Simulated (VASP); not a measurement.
Set up this calculation in VASP 6.6.1, as the native input.

| Quantity | Value |
| --- | --- |
| Task | single point |
| Functional | PBE |
| Potentials or basis | VASP PAW PBE potentials, release 64 (B, N) |
| Cutoff | 520 eV |
| k mesh | 8 × 8 × 8 |
| Occupations | gaussian, width 0.01 eV |
| Spin | no spin polarisation |
| Dipole correction | no |
| Further INCAR settings | ALGO = Normal; EDIFF = 1e-06; NBANDS = 11 |

The structure of BN lies in POSCAR:

```
BN
1.0
    0.0000000000      1.7458259401      1.6585346431
    1.7458259401      0.0000000000      1.6585346431
    1.7458259401      1.7458259401      0.0000000000
B N
1 1
Direct
    0.0000000000      0.0000000000      0.0000000000
    0.5000000000      0.5000000000      0.5000000000
```

This cell differs from its parent crystal: uniaxial z strain -5.0%.

The input as run:

INCAR

```
  PREC = Accurate
  ENCUT = 520
  EDIFF = 1E-6
  ISMEAR = 0
  SIGMA = 0.01
  LREAL = False
  LASPH = True
  NELM = 100
  ALGO = Normal
  ISIF = 2
  LWAVE = False
  LCHARG = True
  GGA = PE
  LELF = True
  LVHAR = True
  NBANDS = 11
```

KPOINTS

```
regular mesh
0
Gamma
  8 8 8
```

Potentials or basis: VASP PAW PBE potentials, release 64 (B, N).

Run with:

```bash
$ cat potpaw_PBE.64/B/POTCAR potpaw_PBE.64/N/POTCAR > POTCAR
$ mpirun -np 1 vasp_std > vasp.out
```

Results of the run:

```yaml
Pressure: 28.2 GPa
Band_gap_on_the_k_mesh: 0.81 eV, indirect (least direct gap 5.47 eV)
```

Caveat: the cell differs from its parent crystal (uniaxial z strain -5.0%).

It took 7.8 s on 1 thread of Intel(R) Xeon(R) Platinum 8259CL CPU @ 2.50GHz (Skylake/Cascade Lake), with other jobs on the host, peak memory 0.11 GiB.
